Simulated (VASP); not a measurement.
## Mg: single point with BLYP

Mg:

```xyz
4
Lattice="3.2617 0.0000 0.0000 -1.6308 2.8247 0.0000 0.0000 0.0000 10.6225" Properties=species:S:1:pos:R:3 pbc="T T T"
Mg    1.6308    2.8247    0.0000
Mg    1.6308    2.8247    5.3113
Mg    0.0000    1.8831    2.6556
Mg    1.6308    0.9416    7.9669
```

| Property | Result |
| --- | --- |
| Program | VASP 6.6.1 |
| Task | single point |
| Functional | BLYP |
| Potentials or basis | VASP PAW PBE potentials, release 64 (Mg) |
| Cutoff | 520 eV |
| k mesh | 13 × 13 × 4 |
| Occupations | fermi-dirac, width 0.1 eV |
| Spin | no spin polarisation |

```json
{
 "Pressure": "-1.0 GPa",
 "Band gap on the k mesh": "zero (bands 4 and 5 overlap by 2.51 eV)"
}
```

Stress tensor (GPa, compression positive):
```
-1.08  0.00  0.00
 0.00 -1.08  0.00
 0.00  0.00 -0.95
```

Levels at points of the mesh, in eV from the Fermi level:
```tsv
k point	band 1	band 2	band 3	band 4	band 5	band 6	band 7	band 8	band 9
(0.00, 0.00, 0.00)	-6.70	-5.37	-5.36	-1.56	-1.39	4.73	4.74	10.46	10.46
(0.00, 0.00, 0.50)	-6.36	-6.36	-3.73	-3.73	1.36	1.36	8.55	8.55	10.71
```

It took 35 s on 1 thread of AMD EPYC 9R45 96-Core Processor (Zen 5), on a shared host, peak memory 0.2 GiB.

Caveat: the PAW data sets were made with another functional, which shifts forces and pressure a little.
